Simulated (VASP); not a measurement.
# B6P7 in VASP: notebook, part 2 of 2

VASP 6.6.1. The steps go on from the part before.

## Step 3: Single point, PBE

Contents of INCAR:

```
PREC = Accurate
ENCUT = 420
EDIFF = 1E-6
ISMEAR = -1
SIGMA = 0.05
LREAL = Auto
LASPH = T
NELM = 120
ALGO = Normal
ISIF = 2
LWAVE = F
LCHARG = T
GGA = PE
LELF = T
LVHAR = T
NBANDS = 72
ISYM = -1
GGA_COMPAT = F
```

Contents of KPOINTS:

```
explicit points
1
Reciprocal
  0.25000000   0.25000000   0.25000000 1
```

Contents of POSCAR:

```
B6P7
1.0
    7.0133910000      0.4643600000      0.0424130000
    0.4643600000      7.2659330000      0.0942560000
    0.0424130000      0.0942560000      7.1824730000
P B
14 12
Direct
    0.9521747715      0.1106069822      0.2142166131
    0.8558504521      0.4255889143      0.1649417277
    0.6135926235      0.2616516994      0.6371733599
    0.2039217504      0.0649856210     -0.0366795974
    0.7221597797      0.4234963734      0.9089035160
    0.4725912564      0.8336047844      0.5851512055
    0.3236750986      0.9018015709      0.2944474360
    0.1214505013      0.7101838310      0.3940344548
    0.7977111845      0.9657275401      0.7212721942
    0.2910178141      0.3636420585      0.0250502321
    0.3059788530      0.2485601044      0.5097563524
    0.2074066933      0.6380807357      0.8845776827
    0.5876268809      0.4946121323      0.3421317170
    0.8209556557      0.8174779911      0.4594797088
    0.5840397563      0.8633720819      0.8406000444
    0.4995806380      0.6993631315      0.1815807891
    0.5447533772      0.6471522011      0.8332815727
    0.5438846001      0.2590247380      0.9076913462
    0.6196852275      0.8617363407      0.0854529450
    0.4489851548      0.2917398278      0.2704890034
    0.0673814876      0.5736393264      0.1572188577
    0.7757025991      0.9525897832      0.2314568844
    0.5589526238      0.0930301132      0.1820487868
    0.4865409546      0.0362430008      0.9701093507
    0.2585969699      0.5316519135      0.5781353782
    0.4901290908      0.5542861974      0.5998799237
```

Potentials or basis: VASP PAW PBE potentials, release 64 (P, B).

Started as:

```bash
cat potpaw_PBE.64/P/POTCAR potpaw_PBE.64/B/POTCAR > POTCAR
mpirun -np 1 vasp_std > vasp.out
```

OUTCAR:

```text
PREC = Accurate
   ENCUT = 420
   EDIFF = 1E-6
   ISMEAR = -1
   LREAL = Auto
   LASPH = T
   NELM = 120
   ISIF = 2
   GGA = PE
   ISYM = -1

 ion  position               nearest neighbor table
   1  0.952  0.111  0.214-  22 1.80   2 2.32   4 2.51   7 2.90
   2  0.856  0.426  0.165-  21 1.95   5 2.08  13 2.27   1 2.32
   3  0.614  0.262  0.637-  18 2.00  26 2.20  11 2.37   9 2.43   5 2.48  13 2.67
   4  0.204  0.065  0.963-  24 1.97  10 2.39   1 2.51   7 2.72
   5  0.722  0.423  0.909-  18 1.84  17 1.99   2 2.08   3 2.48
   6  0.473  0.834  0.585-  26 2.02  15 2.03  17 2.23   7 2.36  14 2.59   9 2.79
   7  0.324  0.902  0.294-  16 1.98   8 2.22   6 2.36  23 2.41  19 2.54   4 2.72   1 2.90
   8  0.121  0.710  0.394-  25 2.00  21 2.06  14 2.20   7 2.22
   9  0.798  0.966  0.721-  15 1.94  14 2.19   3 2.43   6 2.79
  10  0.291  0.364  0.025-  18 2.02  20 2.11  12 2.23  21 2.26   4 2.39
  11  0.306  0.249  0.510-  20 2.02  25 2.11   3 2.37
  12  0.207  0.638  0.885-  10 2.23  21 2.25  25 2.36  17 2.40
  13  0.588  0.495  0.342-  16 1.90  20 1.96  26 2.00   2 2.27   3 2.67
  14  0.821  0.817  0.459-  22 1.90   9 2.19   8 2.20   6 2.59
  15  0.584  0.863  0.841-  17 1.64  24 1.66  19 1.78   9 1.94   6 2.03
  16  0.500  0.699  0.182-  19 1.67  13 1.90   7 1.98
  17  0.545  0.647  0.833-  15 1.64  26 1.89   5 1.99   6 2.23  12 2.40
  18  0.544  0.259  0.908-  24 1.77   5 1.84   3 2.00  10 2.02
  19  0.620  0.862  0.085-  16 1.67  24 1.68  22 1.73  15 1.78  23 1.84   7 2.54
  20  0.449  0.292  0.270-  23 1.69  13 1.96  11 2.02  10 2.11
  21  0.067  0.574  0.157-   2 1.95   8 2.06  12 2.25  10 2.26
  22  0.776  0.953  0.231-  19 1.73  23 1.76   1 1.80  14 1.90
  23  0.559  0.093  0.182-  20 1.69  24 1.69  22 1.76  19 1.84   7 2.41
  24  0.487  0.036  0.970-  15 1.66  19 1.68  23 1.69  18 1.77   4 1.97
  25  0.259  0.532  0.578-  26 1.67   8 2.00  11 2.11  12 2.36
  26  0.490  0.554  0.600-  25 1.67  17 1.89  13 2.00   6 2.02   3 2.20

IMPORTANT INFORMATION: All symmetrisations will be switched off!
NOSYMM: (Re-)initialisation of all symmetry stuff for point group C_1.

----------------------------------------------------------------------------------------

                                     Primitive cell

  volume of cell :     364.3900

  direct lattice vectors                    reciprocal lattice vectors
     7.013391000  0.464360000  0.042413000     0.143194064 -0.009142006 -0.000725600
     0.464360000  7.265933000  0.094256000    -0.009142006  0.138235665 -0.001760090
     0.042413000  0.094256000  7.182473000    -0.000725600 -0.001760090  0.139255194

  length of vectors
     7.028874902  7.281366408  7.183216651     0.143487430  0.138548812  0.139268207

  position of ions in fractional coordinates (direct lattice)
     0.952174771  0.110606982  0.214216613
     0.855850452  0.425588914  0.164941728
     0.613592623  0.261651699  0.637173360
     0.203921750  0.064985621  0.963320403
     0.722159780  0.423496373  0.908903516
     0.472591256  0.833604784  0.585151205
[... 18 lines left out ...]
     0.258596970  0.531651913  0.578135378
     0.490129091  0.554286197  0.599879924

  ion indices of the primitive-cell ions
   primitive index   ion index
                 1           1
                 2           2
                 3           3
                 4           4
                 5           5
                 6           6
[... 18 lines left out ...]
                25          25
                26          26

----------------------------------------------------------------------------------------

 KPOINTS: explicit points

Read explicit list of k-points.

 Found      1 k-points:

 Following reciprocal coordinates:
            Coordinates               Weight
  0.250000  0.250000  0.250000      1.000000
   k-points           NKPTS =      1   k-points in BZ     NKDIM =      1   number of bands    NBANDS=     72
   number of dos      NEDOS =    301   number of ions     NIONS =     26
   total plane-waves  NPLWV = 115200
   dimension x,y,z NGX =    48 NGY =   50 NGZ =   48
   dimension x,y,z NGXF=    96 NGYF=  100 NGZF=   96
   ions per type =              14  12
   NGX,Y,Z   is equivalent  to a cutoff of  11.35, 11.42, 11.11 a.u.
   NGXF,Y,Z  is equivalent  to a cutoff of  22.71, 22.83, 22.22 a.u.
 SYSTEM =  unknown system
   PREC   = accura    normal or accurate (medium, high low for compatibility)
   ISTART =      0    job   : 0-new  1-cont  2-samecut
   ICHARG =      2    charge: 1-file 2-atom 10-const
   ISPIN  =      1    spin polarized calculation?
   LNONCOLLINEAR =      F non collinear calculations
   LSORBIT =      F    spin-orbit coupling
   LASPH  =      T    aspherical Exc in radial PAW
   ENCUT  =  420.0 eV  30.87 Ry    5.56 a.u.  11.75 12.17 12.00*2*pi/ulx,y,z
   NELM   =    120;   NELMIN=  2; NELMDL= -5     # of ELM steps
   EDIFF  = 0.1E-05   stopping-criterion for ELM
   LREAL  =      T    real-space projection
   EDIFFG = 0.1E-04   stopping-criterion for IOM
   NSW    =      0    number of steps for IOM
   IBRION =     -1    ionic relax: 0-MD 1-quasi-New 2-CG
   NFREE  =      0    steps in history (QN), initial steepest desc. (CG)
   ISIF   =      2    stress and relaxation
   ISYM   =     -1    0-nonsym 1-usesym 2-fastsym
   POTIM  = 0.5000    time-step for ionic-motion
   TEBEG  =    0.0;   TEEND  =   0.0 temperature during run
   PSTRESS=    0.0 pullay stress
   NELECT =     106.0000    total number of electrons
   NUPDOWN=      -1.0000    fix difference up-down
   EMIN   =  10.00;   EMAX   =-10.00  energy-range for DOS
   EFERMI =   0.00;   METHOD = LEGACY
   ISMEAR =    -1;   SIGMA  =   0.05  broadening in eV -4-tet -1-fermi 0-gaus
   EFERMI_NEDOS =   21; number of points for ismear=-14 and -15
   IALGO  =     38    algorithm
   IMIX   =      4    mixing-type and parameters
     AMIX     =   0.40;   BMIX     =  1.00
     AMIX_MAG =   1.60;   BMIX_MAG =  1.00
  volume/ion in A,a.u.               =      14.01        94.58
  Fermi-wavevector in a.u.,A,eV,Ry     =   1.084729  2.049841 16.009122  1.176637
  Thomas-Fermi vector in A             =   2.220826
   LORBIT       =      0    0 simple, 1 ext, 2 COOP (PROOUT), +10 PAW based schemes
   GGA     = PE    functional components
   LHFCALC =     F    Hartree Fock is set to
   AEXX    =    0.0000 exact exchange contribution
   IVDW    =     0    specifies the selected vdW correction
   LEPSILON=     F    determine dielectric tensor
   LRPA    =     F    only Hartree local field effects (RPA)
 non-spin polarized calculation
  energy-cutoff  :      420.00
  volume of cell :      364.39
 maximum number of plane-waves:      7122
 NGX is ok and might be reduce to    48
   NGX = 23   NGY = 25   NGZ = 23

 number of electron     106.0000007 magnetization

 Free energy of the ion-electron system (eV)
  ---------------------------------------------------
  ext. energy  EPLUGINS =         0.00000000
  ---------------------------------------------------
  free energy    TOTEN  =      -144.02847465 eV

  energy without entropy =     -143.95353006  energy(sigma->0) =     -143.99100235

 E-fermi :   5.8265     XC(G=0): -10.0894

 val. band max:        5.7282458941   @ k =   0.2500   0.2500   0.2500
 cond. band min:       5.9246668565   @ k =   0.2500   0.2500   0.2500
 fundamental gap:      0.1964209624
 Fermi energy:         5.8265382733

 k-point     1 :       0.2500    0.2500    0.2500
  band No.  band energies     occupation
      1      -9.3512      2.00000
      2      -8.5728      2.00000
      3      -8.0171      2.00000
      4      -7.7041      2.00000
      5      -7.5545      2.00000
      6      -7.2314      2.00000
[... 57 lines left out ...]
     64       8.5292      0.00000
     65       8.6845      0.00000
 [bands above 65 left out]

------------------------ aborting loop because EDIFF is reached ----------------------------------------

  FORCE on cell =-STRESS in cart. coord.  units (eV):
  Direction    XX          YY          ZZ          XY          YZ          ZX
  --------------------------------------------------------------------------------------
  -------------------------------------------------------------------------------------
  Total        4.5147913      0.5122588      4.7888562      3.3875561     -7.4549830      1.8787600
  in kB       19.8509741      2.2523379     21.0560035     14.8946614    -32.7786302      8.2606733
  external PRESSURE =      14.3864385 kB  Pullay stress =       0.0000000 kB

 VOLUME and BASIS-vectors are now :
 -----------------------------------------------------------------------------
  energy-cutoff  :      420.00
  volume of cell :      364.39
      direct lattice vectors                 reciprocal lattice vectors
     7.013391000  0.464360000  0.042413000     0.143194064 -0.009142006 -0.000725600
     0.464360000  7.265933000  0.094256000    -0.009142006  0.138235665 -0.001760090
     0.042413000  0.094256000  7.182473000    -0.000725600 -0.001760090  0.139255194

 POSITION                                       TOTAL-FORCE (eV/Angst)
 -----------------------------------------------------------------------------------
      6.73842      1.26601      1.58942         1.928442      1.313296     -0.503708
      6.20704      3.50527      1.26110         1.596955      0.101781      1.534866
      4.45189      2.24613      4.62717        -0.714086     -0.862709      0.632777
      1.50122      0.65767      6.93380        -1.078087      1.103574     -0.047480
      5.29999      3.49811      6.59872         0.469088      1.061019     -1.506899
      3.72638      6.33152      4.30145         0.437568     -1.001607      0.654173
[... 18 lines left out ...]
      2.08504      4.03752      4.21352        -0.322216     -0.202293      0.250324
      3.72030      4.31154      4.38165        -0.037882      0.937258      0.089318
 -----------------------------------------------------------------------------------
    total drift:                                0.001286     -0.000498     -0.001085

  FREE ENERGIE OF THE ION-ELECTRON SYSTEM (eV)
  ---------------------------------------------------
  free  energy   TOTEN  =      -144.0284746463 eV

  energy  without entropy=     -143.9535300627  energy(sigma->0) =     -143.99100235
```

It took 62 s on 1 thread of Intel Xeon 8259CL, shared host; peak memory 0.33 GiB.

Results:

```yaml
Free_energy: -144.0285 eV
Pressure: 1.4 GPa
Largest_force: 2.387 eV/Å
```

Forces in eV/Å, atoms in the order of the input:
```
P    1.928  1.313 -0.504
P    1.597  0.102  1.535
P   -0.714 -0.863  0.633
P   -1.078  1.104 -0.047
P    0.469  1.061 -1.507
P    0.438 -1.002  0.654
P    0.803 -0.397 -0.383
P   -0.114 -1.608 -0.268
P    0.220  0.945 -0.299
P    0.330 -0.887  0.316
P    0.158  1.055  0.125
P    0.563 -0.553  0.198
P   -0.719  0.156 -0.230
P   -0.623 -0.491  0.252
B    0.324  0.144 -0.693
B   -0.220  0.715  0.655
B   -0.170 -1.479 -0.348
B   -0.965 -0.899 -0.114
B   -0.328  0.418  0.241
B   -0.574  0.391  0.516
B    0.113 -0.079 -0.309
B   -1.133 -0.498 -0.162
B    0.550 -0.463 -0.416
B   -0.495  1.081 -0.184
B   -0.322 -0.202  0.250
B   -0.038  0.937  0.089
```

Caveat: the atoms stand as in a frame of molecular dynamics.

## Step 4: Single point, PBE

Contents of INCAR:

```
SYSTEM = B6P7
PREC = Accurate ; ENCUT = 420
EDIFF = 1E-6 ; ISMEAR = -1
SIGMA = 0.05 ; LREAL = Auto
LASPH = .True. ; NELM = 120
ALGO = Normal ; ISIF = 2
LWAVE = .False. ; LCHARG = .False.
GGA = PE ; ISYM = -1
NBANDS = 72 ; GGA_COMPAT = .False.
```

KPOINTS is that of step 3.

Contents of POSCAR:

```
B6P7
1.0
    7.0133910000      0.4643600000      0.0424130000
    0.4643600000      7.2659330000      0.0942560000
    0.0424130000      0.0942560000      7.1824730000
P B
14 12
Direct
    1.0030535620      0.1015636657      0.2019209128
    0.8903923556      0.4190342717      0.1800040591
    0.5936674647      0.2234758505      0.6631622342
    0.1442082766      0.1468540596     -0.0729535888
    0.7412599624      0.4250790489      0.8824969743
    0.4503306222      0.8367083826      0.6035734965
    0.3261997300      0.8886505439      0.2856431545
    0.1216870297      0.6832252268      0.3843117560
    0.7916892255      0.9764215019      0.7354542787
    0.3127225540      0.3630394808      0.0380411940
    0.3040043148      0.2775099709      0.5095452896
    0.2012424213      0.6122146361      0.8947074082
    0.6041710993      0.4890505903      0.3459863112
    0.8139368063      0.8115658377      0.4638251405
    0.5732784373      0.8633405766      0.8409293724
    0.5219469127      0.7012173684      0.1902936108
    0.5287792305      0.6340193213      0.8335720526
    0.5549525796      0.2499090882      0.9315961738
    0.6057022853      0.8816253006      0.0934977235
    0.4587845817      0.2917026515      0.2687454369
    0.0641104645      0.5950313152      0.1337208802
    0.7877246580      0.9574963056      0.2222900751
    0.5633447698      0.0961633357      0.1526997577
    0.4316096860      0.0337224204      0.9663350768
    0.2384632839      0.5274826003      0.5907842127
    0.4688993944      0.5584135603      0.6028407961
```

Started as:

```bash
cat potpaw_PBE.64/P/POTCAR potpaw_PBE.64/B/POTCAR > POTCAR
mpirun -np 1 vasp_std > vasp.out
```

It took 57 s on 1 thread of Intel Xeon 8259CL, shared host; peak memory 0.33 GiB.

Results (log left out):

```
Free energy   : -144.7885 eV
Pressure      : -0.1 GPa
Largest force : 1.953 eV/Å
```

Forces on the atoms (eV/Å):
```
P   -0.139  0.356 -0.045
P   -0.636 -0.238 -0.989
P   -0.068  0.953  0.255
P    1.495 -0.133  0.264
P   -0.493 -0.264  0.575
P    0.160 -0.932 -0.189
P   -0.297 -0.913  0.735
P   -0.309  0.999  0.144
P    0.486 -0.829 -0.367
P   -0.232 -0.888 -0.531
P   -0.365 -1.097  0.021
P    1.106  1.091 -1.018
P   -0.454  0.351  0.419
P   -0.238  0.391 -0.813
B   -0.088 -0.442  0.415
B   -0.355  0.261  0.646
B    0.217  0.165 -0.522
B   -0.608 -0.093 -0.271
B    0.072 -1.342 -1.391
B   -0.231  0.094  0.683
B   -0.248 -0.618  1.267
B   -0.333  0.299  0.268
B    0.160  1.896  0.436
B    0.816  0.410  0.421
B    0.018 -0.189 -0.124
B    0.566  0.711 -0.289
```

Stress tensor (GPa, compression positive):
```
-3.04  1.16 -1.06
 1.16  5.30 -1.49
-1.06 -1.49 -2.71
```

Levels at points of the mesh, in eV from the Fermi level:
```csv
k point,band 49,band 50,band 51,band 52,band 53,band 54,band 55,band 56,band 57,band 58
"(0.25, 0.25, 0.25)",-1.13,-0.89,-0.68,-0.52,-0.35,0.34,0.67,0.89,1.06,1.47
```

Caveat: the atoms stand as in a frame of molecular dynamics.

## Step 5: Summary

```csv
cell,pressure (GPa),largest force (eV/Å)
"as given, atomic positions A",0.3,2.97
"as given, atomic positions B",1.4,2.39
"as given, atomic positions C",-0.1,1.95
```

Alike in all rows: task single point; level PBE; potentials or basis VASP PAW PBE potentials, release 64 (P, B); no spin polarisation; k mesh 1 × 1 × 1, shifted; cutoff (eV) 420; smearing fermi-dirac 0.05 eV.

Caveats: the atoms stand as in a frame of molecular dynamics.

Total energies depend on the potentials used, so only differences within one code and one set of settings carry meaning.
